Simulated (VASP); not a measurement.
# ScAl3 (P4/mmm) in VASP: notebook, part 2 of 2

VASP 6.6.1. The steps go on from the part before.

## Step 3: Single point, PBEsol (strain +0.040 along x and y, +0.080 along z)

INCAR reads:

```
SYSTEM = ScAl3
ALGO = Fast
EDIFF = 1E-6
ENCUT = 520
GGA = PS
ISIF = 2
ISMEAR = 0
LASPH = .True.
LCHARG = .False.
LREAL = .False.
LWAVE = .False.
NBANDS = 18
NELM = 80
PREC = Accurate
SIGMA = 0.15
```

KPOINTS reads:

```
k-points
0
Gamma
  12 12 12
  0 0 0
```

POSCAR reads:

```
ScAl3
1.0
    4.2341505607      0.0000000000      0.0000000000
    0.0000000000      4.2341505607      0.0000000000
    0.0000000000      0.0000000000      4.3970025054
Sc Al
1 3
Direct
    0.0000000000      0.0000000000      0.0000000000
    0.5000000000      0.0000000000      0.5000000000
    0.0000000000      0.5000000000      0.5000000000
    0.5000000000      0.5000000000      0.0000000000
```

Potentials or basis: VASP PAW PBE potentials, release 64 (Sc_sv, Al).

The run is started by

```bash
$ cat potpaw_PBE.64/Sc_sv/POTCAR potpaw_PBE.64/Al/POTCAR > POTCAR
$ mpirun -np 1 vasp_std > vasp.out
```

OUTCAR:

```text
SYSTEM = ScAl3
   EDIFF = 1E-6
   ENCUT = 520
   GGA = PS
   ISIF = 2
   ISMEAR = 0
   LASPH = .True.
   LREAL = .False.
   NELM = 80
   PREC = Accurate

 ion  position               nearest neighbor table
   1  0.000  0.000  0.000-   4 2.99   4 2.99   4 2.99   4 2.99   3 3.05   3 3.05   3 3.05   3 3.05
                             2 3.05   2 3.05   2 3.05   2 3.05
   2  0.500  0.000  0.500-   3 2.99   3 2.99   3 2.99   3 2.99   4 3.05   1 3.05   4 3.05   4 3.05
                             1 3.05   4 3.05   1 3.05   1 3.05
   3  0.000  0.500  0.500-   2 2.99   2 2.99   2 2.99   2 2.99   4 3.05   1 3.05   1 3.05   1 3.05
                             4 3.05   4 3.05   4 3.05   1 3.05
   4  0.500  0.500  0.000-   1 2.99   1 2.99   1 2.99   1 2.99   3 3.05   2 3.05   2 3.05   2 3.05
                             3 3.05   3 3.05   3 3.05   2 3.05

  LATTYP: Found a simple tetragonal cell.
 ALAT       =     4.2341505607
 C/A-ratio  =     1.0384615385

  Lattice vectors:

 A1 = (   4.2341505607,   0.0000000000,   0.0000000000)
 A2 = (   0.0000000000,   4.2341505607,   0.0000000000)
 A3 = (   0.0000000000,   0.0000000000,   4.3970025054)

Analysis of symmetry for initial positions (statically):
[... 180 lines left out ...]

 val. band max:        5.9638926084   @ k =   0.2500   0.0000   0.5000
 cond. band min:       5.9729383607   @ k =   0.1667   0.0833   0.3333
 fundamental gap:      0.0090457524
 Fermi energy:         5.9668793594

 k-point     1 :       0.0000    0.0000    0.0000
  band No.  band energies     occupation
      1     -43.2719      2.00000
      2     -22.0361      2.00000
      3     -22.0119      2.00000
      4     -22.0119      2.00000
      5      -3.3061      2.00000
      6       3.2799      2.00000
[... 481 lines left out ...]
      5      -1.0914      2.00000
      6       0.4497      2.00000
[... 10 lines left out ...]
     17       9.5544      0.00000
     18      11.0428      0.00000

 [... further k-points ...]

------------------------ aborting loop because EDIFF is reached ----------------------------------------

  FORCE on cell =-STRESS in cart. coord.  units (eV):
  Direction    XX          YY          ZZ          XY          YZ          ZX
  --------------------------------------------------------------------------------------
  -------------------------------------------------------------------------------------
  Total       -4.3831406     -4.3831406     -6.2456957      0.0000000      0.0000000     -0.0000000
  in kB      -89.0854294    -89.0854294   -126.9410539      0.0000000      0.0000000     -0.0000000
  external PRESSURE =    -101.7039709 kB  Pullay stress =       0.0000000 kB

 VOLUME and BASIS-vectors are now :
 -----------------------------------------------------------------------------
  energy-cutoff  :      520.00
  volume of cell :       78.83
      direct lattice vectors                 reciprocal lattice vectors
     4.234150561  0.000000000  0.000000000     0.236174880  0.000000000  0.000000000
     0.000000000  4.234150561  0.000000000     0.000000000  0.236174880  0.000000000
     0.000000000  0.000000000  4.397002505     0.000000000  0.000000000  0.227427662

 POSITION                                       TOTAL-FORCE (eV/Angst)
 -----------------------------------------------------------------------------------
      0.00000      0.00000      0.00000         0.000000      0.000000      0.000000
      2.11708      0.00000      2.19850         0.000000      0.000000      0.000000
      0.00000      2.11708      2.19850         0.000000      0.000000      0.000000
      2.11708      2.11708      0.00000         0.000000      0.000000      0.000000
 -----------------------------------------------------------------------------------
    total drift:                                0.000000      0.000000      0.000000

  FREE ENERGIE OF THE ION-ELECTRON SYSTEM (eV)
  ---------------------------------------------------
  free  energy   TOTEN  =       -20.3424252846 eV

  energy  without entropy=      -20.3240834601  energy(sigma->0) =      -20.33325437
```

Run time: 3.1 min. Hardware: 1 thread of Intel Xeon Platinum 8488C (Sapphire Rapids), shared host; peak memory 0.38 GiB.

What came out:

* Free energy: -20.3424 eV
* Pressure: -10.2 GPa
* Band gap on the k mesh: zero (bands 10 and 11 overlap by 3.35 eV)

Caveat: the cell differs from its parent crystal (strain +0.040 along x and y, +0.080 along z); the cell stands under tension; the PAW data sets were made with another functional, which shifts forces and pressure a little.

## Step 4: Single point, PBEsol (strain +0.080 along x and y, +0.040 along z)

INCAR reads:

```
PREC = Accurate
ENCUT = 520
EDIFF = 1E-7
ISMEAR = 0
SIGMA = 0.15
LREAL = F
LASPH = T
NELM = 60
ALGO = Fast
ISIF = 2
LWAVE = F
LCHARG = F
GGA = PS
NBANDS = 18
```

KPOINTS reads:

```
Automatic mesh
0
Gamma
  12 12 12
```

POSCAR reads:

```
ScAl3
1.0
    4.3970025054      0.0000000000      0.0000000000
    0.0000000000      4.3970025054      0.0000000000
    0.0000000000      0.0000000000      4.2341505607
Sc Al
1 3
Direct
    0.0000000000      0.0000000000      0.0000000000
    0.5000000000      0.0000000000      0.5000000000
    0.0000000000      0.5000000000      0.5000000000
    0.5000000000      0.5000000000      0.0000000000
```

The run is started by

```bash
$ cat potpaw_PBE.64/Sc_sv/POTCAR potpaw_PBE.64/Al/POTCAR > POTCAR
$ mpirun -np 1 vasp_std > vasp.out
```

Run time: 4.1 min. Hardware: 1 thread of Intel Xeon Platinum 8488C (Sapphire Rapids), shared host; peak memory 0.4 GiB.

Results (log left out):

* Free energy: -20.1378 eV
* Pressure: -11.6 GPa
* Band gap on the k mesh: zero (bands 10 and 11 overlap by 3.04 eV)

Stress tensor (GPa, compression positive):
```
-12.68   0.00   0.00
  0.00 -12.68   0.00
  0.00   0.00  -9.44
```

Levels at points of the mesh, in eV from the Fermi level:
```tsv
k point	band 7	band 8	band 9	band 10	band 11	band 12	band 13	band 14
(0.00, 0.00, 0.00)	-2.27	-1.80	-1.80	-1.34	1.12	1.21	1.21	1.25
(0.50, 0.00, 0.00)	-1.55	-1.21	-1.11	-0.03	0.67	1.10	1.42	1.49
(0.50, 0.50, 0.00)	-5.38	-3.92	-0.27	-0.27	1.41	1.45	1.62	1.91
(0.00, 0.00, 0.50)	-1.50	-1.50	-1.21	-0.16	0.74	0.74	1.32	1.39
(0.50, 0.00, 0.50)	-5.20	-3.89	-0.52	-0.42	1.03	1.12	1.68	2.14
(0.50, 0.50, 0.50)	-4.47	-3.80	-2.73	-2.73	-2.61	0.55	2.05	2.23
```

Caveat: the cell differs from its parent crystal (strain +0.080 along x and y, +0.040 along z); the cell stands under tension; the PAW data sets were made with another functional, which shifts forces and pressure a little.

## Step 5: Summary

```csv
cell,further INCAR settings,gap on the mesh (eV),pressure (GPa)
"a = 4.234, b = 4.234, c = 4.071 Å, 4 atoms",ALGO = Fast; EDIFF = 1e-07; NBANDS = 18,none,-5.9
"a = 4.234, b = 4.234, c = 4.397 Å, 4 atoms",ALGO = Fast; EDIFF = 1e-06; NBANDS = 18,none,-10.2
"a = 4.397, b = 4.397, c = 4.234 Å, 4 atoms",ALGO = Fast; EDIFF = 1e-07; NBANDS = 18,none,-11.6
```

Alike in all rows: task single point; level PBEsol; potentials or basis VASP PAW PBE potentials, release 64 (Sc_sv, Al); no spin polarisation; k mesh 12 × 12 × 12; cutoff (eV) 520; smearing gaussian 0.15 eV.

Caveats: the cell stands under tension; the PAW data sets were made with another functional, which shifts forces and pressure a little.

Total energies depend on the potentials used, so only differences within one code and one set of settings carry meaning.
